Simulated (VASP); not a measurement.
Set up this calculation in VASP 6.6.1, as the native input.

- Task: relaxation of cell and atoms
- Functional: PBE
- Potentials or basis: VASP PAW PBE potentials, release 64 (Pd)
- Cutoff: 600 eV
- k mesh: 9 × 9 × 8
- Occupations: gaussian, width 0.1 eV
- Spin: no spin polarisation
- Dipole correction: no
- Further INCAR settings: ALGO = Normal; EDIFF = 1e-07; IBRION = 2; EDIFFG = -0.01; NSW = 100; ISIF = 3

The structure of Pd lies in POSCAR:

```
Pd
1.0
    5.2035463614      0.0000000000      0.0000000000
   -2.6017731807      4.5064033387      0.0000000000
    0.0000000000      0.0000000000      4.4834189809
Pd
5
Direct
    0.0000000000      0.5000000000      0.5000000000
    0.5000000000      0.0000000000      0.5000000000
    0.5000000000      0.5000000000      0.5000000000
    0.3333333333      0.6666666667      0.0000000000
    0.6666666667      0.3333333333      0.0000000000
```

These files were run (other wordings do the same):

INCAR

```
ALGO = Normal
EDIFF = 1E-7
EDIFFG = -0.01
ENCUT = 600
GGA = PE
IBRION = 2
ISIF = 3
ISMEAR = 0
LASPH = True
LCHARG = False
LREAL = False
LWAVE = False
NELM = 100
NSW = 100
PREC = Accurate
SIGMA = 0.1
```

KPOINTS

```
k-points
0
Gamma
  9 9 8
```

Potentials or basis: VASP PAW PBE potentials, release 64 (Pd).

Launch:

```console
$ cat potpaw_PBE.64/Pd/POTCAR > POTCAR
$ mpirun -np 1 vasp_std > vasp.out
```

It gave:

The relaxed volume is 21.02 Å³/atom and the relaxed cell is a = 5.220 Å, b = 5.220 Å, c = 4.455 Å, α = 90.00°, β = 90.00°, γ = 120.00°. The space group after relaxing (to 0.05 Å) is P6/mmm (No. 191), the energy gained by relaxing is 0.5 meV/atom and the ionic steps are 5. The pressure after relaxing is 0.0 GPa. The band gap on the k mesh is zero (band 25 reaches 5.61 eV, above the bottom of band 26 at 4.73 eV).

Run time: 8.9 min on 1 thread of Intel(R) Xeon(R) Platinum 8124M CPU @ 3.00GHz (Skylake/Cascade Lake), with other jobs on the host, peak memory 0.36 GiB.
